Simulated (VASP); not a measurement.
## Cs: single point with PBEsol+D3(BJ)

The system is Cs.

```xyz
1
Lattice="-3.1285 3.1285 3.1285 3.1285 -3.1285 3.1285 3.1285 3.1285 -3.1285" Properties=species:S:1:pos:R:3 pbc="T T T"
Cs    0.0000    0.0000    0.0000
```

* Program: VASP 6.6.1
* Task: single point
* Functional: PBEsol
* Dispersion: D3(BJ)
* Potentials or basis: VASP PAW PBE potentials, release 64 (Cs_sv)
* Cutoff: 500 eV
* k mesh: 6 × 6 × 6
* Occupations: methfessel-paxton, width 0.2 eV
* Spin: no spin polarisation
* Dipole correction: no
* Further INCAR settings: ALGO = Normal; EDIFF = 1e-06; NBANDS = 10

The pressure is -0.3 GPa. The band gap on the k mesh is zero (an odd number of electrons rules out a gap without spin polarisation) and the dispersion energy per atom is -0.106 eV.

Levels at points of the mesh, in eV from the Fermi level:
```
           k point  band 1  band 2  band 3  band 4  band 5  band 6  band 7  band 8
(0.00, 0.00, 0.00)  -23.89  -10.62  -10.62  -10.62   -1.62    2.46    2.46    2.46
(0.50, 0.00, 0.00)  -23.88  -10.73  -10.65  -10.62    0.06    0.81    1.65    3.09
(0.50, 0.50, 0.50)  -23.88  -10.70  -10.70  -10.70    0.71    0.71    2.84    2.84
```

It took 18 s on 1 thread of Intel Xeon 8259CL, with other jobs on the host, peak memory 0.24 GiB.

Caveat: the PAW data sets were made with another functional, which shifts forces and pressure a little; spin-orbit coupling is left out, which moves the levels of the heavy elements.
